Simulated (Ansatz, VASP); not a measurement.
**Au in VASP and in Ansatz**

Contents of INCAR:

```
PREC = Accurate
ENCUT = 520
EDIFF = 1E-7
ISMEAR = -1
SIGMA = 0.05
LREAL = F
LASPH = T
NELM = 150
ALGO = Normal
ISIF = 2
LWAVE = F
LCHARG = F
MAGMOM = 0 0 0 0 0 0 0 0 0 0 0 0
LORBIT = 11
LSORBIT = T
GGA_COMPAT = F
LORBMOM = T
LMAXMIX = 4
LDIPOL = T
IDIPOL = 3
DIPOL = 0.5 0.5 0.500
GGA = PE
NBANDS = 58
```

KPOINTS

```
Automatic mesh
0
Gamma
  12 12 1
```

Contents of POSCAR:

```
Au
1.0
    2.9400990585      0.0000000000      0.0000000000
    0.0000000000      2.9400990585      0.0000000000
    0.0000000000      0.0000000000     22.2369000000
Au
4
Direct
    0.2500000000      0.2500000000      0.3611398467
    0.7500000000      0.7500000000      0.4532804822
    0.2500000000      0.2500000000      0.5467195176
    0.7500000000      0.7500000000      0.6388601529
```

Input for Ansatz:

```yaml
crystal:
  lattice:
    - [2.9400990585, 0.0, 0.0]
    - [0.0, 2.9400990585, 0.0]
    - [0.0, 0.0, 22.2369]
  atoms:
    - { symbol: Au, position: [0.25, 0.25, 0.3611398467] }
    - { symbol: Au, position: [0.75, 0.75, 0.4532804822] }
    - { symbol: Au, position: [0.25, 0.25, 0.5467195176] }
    - { symbol: Au, position: [0.75, 0.75, 0.6388601529] }
kpoints:
  mp_grid: { grid: [12, 12, 1] }
scf:
  occupations: { method: fermi_dirac, width: 0.05 }
hamiltonian:
  xc: pbe
  pseudopotentials: { kind: paw_fr }
output:
  forces: true
  stress: true
  eigenvalues: true
efield:
  axis: 3
  amplitude: 0
  dipole_correction: true
magnetization:
  noncollinear: true
  spin_orbit: true
```

Alike in both runs: task single point; functional PBE; k mesh 12 × 12 × 1; occupations fermi-dirac, width 0.05 eV; non-collinear spin, spin-orbit coupling.

|  | VASP | Ansatz |
| --- | --- | --- |
| version | VASP 6.6.1 | Ansatz 0.2.0 |
| potentials or method | VASP PAW PBE potentials, release 64 (Au) | PAW with Ansatz's default frozen-core files, fully relativistic files with spin-orbit coupling |
| plane-wave cutoff (eV) | 520 | 420 |
| valence electrons in the cell | 44 | 76 |

|  | VASP | Ansatz | Ansatz less VASP |
| --- | --- | --- | --- |
| rms of the force components (eV/Å) | 0.034 | 0.038 | +0.0041 |

Atom by atom the forces differ by 0.004 eV/Å (rms over components). VASP's potentials hold 44 valence electrons a cell and Ansatz's 76, so a difference there can come from the potentials and not from the codes.
